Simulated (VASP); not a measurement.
Here is a VASP 6.6.1 calculation.

The input INCAR:

```
PREC = Accurate
ENCUT = 520
EDIFF = 1E-6
ISMEAR = -1
SIGMA = 0.1
LREAL = F
LASPH = T
NELM = 150
ALGO = Normal
ISIF = 2
LWAVE = F
LCHARG = F
ISPIN = 2
MAGMOM = 0.5
LORBIT = 11
GGA = PS
IVDW = 12
NBANDS = 16
```

File KPOINTS:

```
regular mesh
0
Gamma
  9 9 9
```

Contents of POSCAR:

```
Tl
1.0
    3.4879332211      0.0000000000      0.0000000000
    1.7439666106      3.0206387762      0.0000000000
    1.7439666106      1.0068795921      2.8478855495
Tl
1
Direct
    0.0000000000      0.0000000000      0.0000000000
```

Potentials or basis: VASP PAW PBE potentials, release 64 (Tl_d).

Run with:

```console
$ cat potpaw_PBE.64/Tl_d/POTCAR > POTCAR
$ mpirun -np 1 vasp_std > vasp.out
```

(1) What does it give for the dispersion energy per atom?

(2) Predict the pressure.

Answers

(1) -0.365 eV.

(2) -3.8 GPa.

Caveat: the cell stands under tension; the PAW data sets were made with another functional, which shifts forces and pressure a little.
